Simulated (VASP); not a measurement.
# TiAl (P4/mmm) in VASP: a series of runs

The runs below take TiAl through single point, with LDA.

Everything below comes from runs of VASP 6.6.1. Logs are shortened: lines on timing, memory, paths and dates and some standing lists are left out, and cuts for length are marked.

## Step 1: The cell of the first run

Symmetry: P4/mmm, No. 123, tetragonal system. Conventional cell: a = 2.769 Å, b = 2.769 Å, c = 3.991 Å, α = 90.00°, β = 90.00°, γ = 90.00°. Within 3.6 Å of Ti (site symmetry 4/mmm) lie 4 Ti at 2.77 Å and 8 Al at 2.80 Å. Within 3.6 Å of Al (site symmetry 4/mmm) lie 4 Al at 2.77 Å and 8 Ti at 2.80 Å.

## Step 2: Single point, LDA

The input, INCAR:

```
SYSTEM = TiAl
ALGO = Fast ; EDIFF = 1E-6
ENCUT = 520 ; GGA = CA
ISIF = 2 ; ISMEAR = 0
LASPH = .TRUE. ; LCHARG = .FALSE.
LREAL = .FALSE. ; LWAVE = .FALSE.
NBANDS = 14 ; NELM = 80
PREC = Accurate ; SIGMA = 0.1
```

The input, KPOINTS:

```
k-points
0
G
  12 12 8
  0 0 0
```

The input, POSCAR:

```
TiAl
1.0
    2.7689289546      0.0000000000      0.0000000000
    0.0000000000      2.7689289546      0.0000000000
    0.0000000000      0.0000000000      3.9911364204
Ti Al
1 1
Direct
    0.5000000000      0.5000000000      0.5000000000
    0.0000000000      0.0000000000      0.0000000000
```

Potentials or basis: VASP PAW LDA potentials, release 64 (Ti_sv, Al).

On the command line:

```console
$ cat potpaw_LDA.64/Ti_sv/POTCAR potpaw_LDA.64/Al/POTCAR > POTCAR
$ mpirun -np 1 vasp_std > vasp.out
```

OUTCAR:

```text
SYSTEM = TiAl
   EDIFF = 1E-6
   ENCUT = 520
   GGA = CA
   ISIF = 2
   ISMEAR = 0
   LASPH = .TRUE.
   LREAL = .FALSE.
   NELM = 80
   PREC = Accurate

 ion  position               nearest neighbor table
   1  0.500  0.500  0.500-   2 2.80   2 2.80   2 2.80   2 2.80   2 2.80   2 2.80   2 2.80   2 2.80

   2  0.000  0.000  0.000-   1 2.80   1 2.80   1 2.80   1 2.80   1 2.80   1 2.80   1 2.80   1 2.80

  LATTYP: Found a simple tetragonal cell.
 ALAT       =     2.7689289546
 C/A-ratio  =     1.4414008036

  Lattice vectors:

 A1 = (   2.7689289546,   0.0000000000,   0.0000000000)
 A2 = (   0.0000000000,   2.7689289546,   0.0000000000)
 A3 = (   0.0000000000,   0.0000000000,   3.9911364204)

Analysis of symmetry for initial positions (statically):
=====================================================================
 Subroutine PRICEL returns:
 Original cell was already a primitive cell.

 Routine SETGRP: Setting up the symmetry group for a
 simple tetragonal supercell.

 Subroutine GETGRP returns: Found 16 space group operations
 (whereof 16 operations were pure point group operations)
 out of a pool of 16 trial point group operations.

The static configuration has the point symmetry D_4h.

Analysis of symmetry for dynamics (positions and initial velocities):
=====================================================================
 Subroutine PRICEL returns:
 Original cell was already a primitive cell.

 Routine SETGRP: Setting up the symmetry group for a
 simple tetragonal supercell.

 Subroutine GETGRP returns: Found 16 space group operations
 (whereof 16 operations were pure point group operations)
 out of a pool of 16 trial point group operations.

The dynamic configuration has the point symmetry D_4h.

 Subroutine INISYM returns: Found 16 space group operations
 (whereof 16 operations are pure point group operations),
 and found     1 'primitive' translations

----------------------------------------------------------------------------------------

                                     Primitive cell

  volume of cell :      30.5999

  direct lattice vectors                    reciprocal lattice vectors
     2.768928955  0.000000000  0.000000000     0.361150472  0.000000000  0.000000000
     0.000000000  2.768928955  0.000000000     0.000000000  0.361150472  0.000000000
     0.000000000  0.000000000  3.991136420     0.000000000  0.000000000  0.250555204

  length of vectors
     2.768928955  2.768928955  3.991136420     0.361150472  0.361150472  0.250555204

[... 92 lines left out ...]
   NUPDOWN=      -1.0000    fix difference up-down
   EMIN   =  10.00;   EMAX   =-10.00  energy-range for DOS
   EFERMI =   0.00;   METHOD = LEGACY
   ISMEAR =     0;   SIGMA  =   0.10  broadening in eV -4-tet -1-fermi 0-gaus
   EFERMI_NEDOS =   21; number of points for ismear=-14 and -15
   IALGO  =     68    algorithm
   IMIX   =      4    mixing-type and parameters
     AMIX     =   0.40;   BMIX     =  1.00
     AMIX_MAG =   1.60;   BMIX_MAG =  1.00
  volume/ion in A,a.u.               =      15.30       103.25
  Fermi-wavevector in a.u.,A,eV,Ry     =   1.290819  2.439293 22.670196  1.666212
  Thomas-Fermi vector in A             =   2.422627
   LORBIT       =      0    0 simple, 1 ext, 2 COOP (PROOUT), +10 PAW based schemes
   GGA     = CA    functional components
   LHFCALC =     F    Hartree Fock is set to
   AEXX    =    0.0000 exact exchange contribution
   IVDW    =     0    specifies the selected vdW correction
   LEPSILON=     F    determine dielectric tensor
   LRPA    =     F    only Hartree local field effects (RPA)
 non-spin polarized calculation
 RMM-DIIS sequential band-by-band and
 Gauss-broadening in eV      SIGMA  =   0.10
  energy-cutoff  :      520.00
  volume of cell :       30.60
 maximum number of plane-waves:       846
 NGX is ok and might be reduce to    24
   NGX = 11   NGY = 11   NGZ = 15

 number of electron      14.9999998 magnetization

 Free energy of the ion-electron system (eV)
  ---------------------------------------------------
  ext. energy  EPLUGINS =         0.00000000
  ---------------------------------------------------
  free energy    TOTEN  =       -13.59168002 eV

  energy without entropy =      -13.58357286  energy(sigma->0) =      -13.58762644

 E-fermi :   8.6831     XC(G=0): -11.5204

 val. band max:        8.6638993942   @ k =   0.3333   0.0833   0.5000
 cond. band min:       8.6850429828   @ k =   0.1667   0.0000   0.2500
 fundamental gap:      0.0211435886
 Fermi energy:         8.6830627511

 k-point     1 :       0.0000    0.0000    0.0000
  band No.  band energies     occupation
      1     -47.1199      2.00000
      2     -23.9067      2.00000
      3     -23.4106      2.00000
      4     -23.4106      2.00000
      5      -0.5346      2.00000
      6       6.7181      2.00000
      7       7.7712      2.00000
      8       8.4766      1.99649
      9      10.9683      0.00000
     10      10.9683      0.00000
     11      12.1597      0.00000
     12      15.3017      0.00000
     13      17.4631      0.00000
     14      17.4631      0.00000
[... 377 lines left out ...]
      1     -46.9923      2.00000
      2     -23.8984      2.00000
      3     -23.7867      2.00000
      4     -23.7826      2.00000
      5       4.4305      2.00000
      6       6.6274      2.00000
      7       7.9595      2.00000
      8       8.5716      1.88508
      9       8.8726      0.00737
     10       9.9801      0.00000
     11      12.6976      0.00000
     12      14.9401      0.00000
     13      15.7193      0.00000
     14      16.4730      0.00000

 [... further k-points ...]

------------------------ aborting loop because EDIFF is reached ----------------------------------------

  FORCE on cell =-STRESS in cart. coord.  units (eV):
  Direction    XX          YY          ZZ          XY          YZ          ZX
  --------------------------------------------------------------------------------------
  -------------------------------------------------------------------------------------
  Total        0.0278207      0.0278207      0.0333724      0.0000000     -0.0000000      0.0000000
  in kB        1.4566590      1.4566590      1.7473424      0.0000000     -0.0000000      0.0000000
  external PRESSURE =       1.5535535 kB  Pullay stress =       0.0000000 kB

 VOLUME and BASIS-vectors are now :
 -----------------------------------------------------------------------------
  energy-cutoff  :      520.00
  volume of cell :       30.60
      direct lattice vectors                 reciprocal lattice vectors
     2.768928955  0.000000000  0.000000000     0.361150472  0.000000000  0.000000000
     0.000000000  2.768928955  0.000000000     0.000000000  0.361150472  0.000000000
     0.000000000  0.000000000  3.991136420     0.000000000  0.000000000  0.250555204

 POSITION                                       TOTAL-FORCE (eV/Angst)
 -----------------------------------------------------------------------------------
      1.38446      1.38446      1.99557         0.000000      0.000000      0.000000
      0.00000      0.00000      0.00000         0.000000      0.000000      0.000000
 -----------------------------------------------------------------------------------
    total drift:                                0.000000      0.000000     -0.000000

  FREE ENERGIE OF THE ION-ELECTRON SYSTEM (eV)
  ---------------------------------------------------
  free  energy   TOTEN  =       -13.5916800227 eV

  energy  without entropy=      -13.5835728611  energy(sigma->0) =      -13.58762644
```

It took 2.4 min on 1 thread of Intel Xeon 8259CL, shared host; peak memory 0.18 GiB.

Results:

| Quantity | Value |
| --- | --- |
| Free energy | -13.5917 eV |
| Pressure | 0.2 GPa |
| Band gap on the k mesh | zero (an odd number of electrons rules out a gap without spin polarisation) |

## Step 3: Single point, LDA

The input, INCAR:

```
SYSTEM = TiAl
PREC = Accurate
ENCUT = 520
EDIFF = 1E-6
ISMEAR = -1
SIGMA = 0.15
LREAL = .FALSE.
LASPH = .TRUE.
NELM = 60
ALGO = Normal
ISIF = 2
LWAVE = .FALSE.
LCHARG = .FALSE.
NBANDS = 14
```

The input, KPOINTS:

```
regular mesh
0
G
  12 12 8
  0 0 0
```

The input, POSCAR:

```
TiAl
1.0
    2.7692000172      0.0000000000      0.0000000000
    0.0000000000      2.7692000172      0.0000000000
    0.0000000000      0.0000000000      3.9972428286
Ti Al
1 1
Direct
    0.5000000000      0.5000000000      0.5000000000
    0.0000000000      0.0000000000      0.0000000000
```

Potentials or basis: VASP PAW LDA potentials, release 64 (Ti_sv, Al).

On the command line:

```console
$ cat potpaw_LDA.64/Ti_sv/POTCAR potpaw_LDA.64/Al/POTCAR > POTCAR
$ mpirun -np 1 vasp_std > vasp.out
```

Wall time 78 s (1 thread of Intel Xeon 8259CL, shared host); peak memory 0.18 GiB.

Results (log left out):

```
Free energy            : -13.6514 eV
Pressure               : 0.2 GPa
Band gap on the k mesh : zero (an odd number of electrons rules out a gap without spin polarisation)
```

Levels at points of the mesh, in eV from the Fermi level:
```csv
k point,band 4,band 5,band 6,band 7,band 8,band 9,band 10,band 11,band 12,band 13
"(0.00, 0.00, 0.00)",-32.13,-9.25,-2.00,-0.95,-0.26,2.26,2.26,3.44,6.56,8.74
"(0.50, 0.00, 0.00)",-32.08,-4.66,-4.55,-1.84,-0.31,1.74,2.65,4.64,5.32,5.54
"(0.50, 0.50, 0.00)",-32.46,-3.38,-0.48,-0.39,-0.39,-0.30,-0.30,4.52,5.35,6.22
"(0.00, 0.00, 0.50)",-32.13,-7.70,-5.35,-0.77,0.60,1.88,1.88,3.45,8.09,9.59
"(0.50, 0.00, 0.50)",-32.08,-5.07,-2.97,-1.23,-1.03,1.40,1.79,2.41,4.07,6.08
"(0.50, 0.50, 0.50)",-32.48,-2.74,-2.40,-2.40,2.02,2.23,2.80,4.46,4.46,4.52
```
